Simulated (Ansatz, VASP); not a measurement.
W3C2 in VASP and in Ansatz

```xyz
5
Lattice="2.3226 1.3409 3.6148 -2.3226 1.3409 3.6148 0.0000 -2.6819 3.6148" Properties=species:S:1:pos:R:3 pbc="T T T"
W     0.0000    0.0000    4.1131
W     0.0000    0.0000    6.7313
W     0.0000    0.0000    0.0000
C     0.0000    0.0000    8.7058
C     0.0000    0.0000    2.1386
```

Change from the starting cell: species swapped into the Li3Ga2 type (R-3m, No. 166).

Alike in both runs: functional PBE; k mesh 6 × 6 × 6; occupations gaussian, width 0.1 eV; no spin polarisation.

Ansatz relaxed the structure, and its values are those at the end. VASP's run is a single point on that final structure, the one shown.

|  | VASP | Ansatz |
| --- | --- | --- |
| version | VASP 6.6.1 | Ansatz 0.2.0 |
| potentials or method | VASP PAW PBE potentials, release 64 (W_sv, C), cutoff 520 eV | scalar-relativistic, plane waves, PAW |
| valence electrons in the cell | 50 | 50 |

```csv
,VASP,Ansatz,Ansatz less VASP
gap on the k mesh at the Fermi level (eV),none,none,-
pressure (GPa),0.4,-0.1,-0.51
rms of the force components (eV/Å),0.010,0.002,-0.0080
```

A gap of «none» marks a metal or a gap that the smearing closes.

Neither program's run includes spin-orbit coupling.
